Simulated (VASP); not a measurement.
InAg: vibrations by perturbation theory with LDA

InAg:

```
In Ag
1.0
     3.42979    0.00000    0.00000
     0.00000    3.42979    0.00000
     0.00000    0.00000    3.42979
In Ag
1 1
Cartesian
  1.7149 1.7149 1.7149
  0.0000 0.0000 0.0000
```

```yaml
Program: VASP 6.6.1
Task: vibrations by perturbation theory
Functional: LDA
Potentials_or_basis: VASP PAW LDA potentials, release 64 (In_d, Ag)
Cutoff: 500 eV
k_mesh: 7 × 7 × 7
Occupations: fermi-dirac, width 0.1 eV
Spin: no spin polarisation
Dipole_correction: no
Further_INCAR_settings: ALGO = Normal; EDIFF = 1e-08; IBRION = 8; NSW = 1
```

```yaml
Highest_phonon_frequency_at_Γ: 95 cm⁻¹
```

Phonon frequencies in cm⁻¹ (negative: imaginary):
| q point | frequencies |
| --- | --- |
| (0.000, 0.000, 0.000) | 0 0 0 95 95 95 |

Run time: 66 s on 1 thread of Intel(R) Xeon(R) Platinum 8375C CPU @ 2.90GHz (Ice Lake) (shared host), peak memory 0.2 GiB.

Caveat: the cell stands under pressure or tension, which shifts response properties.
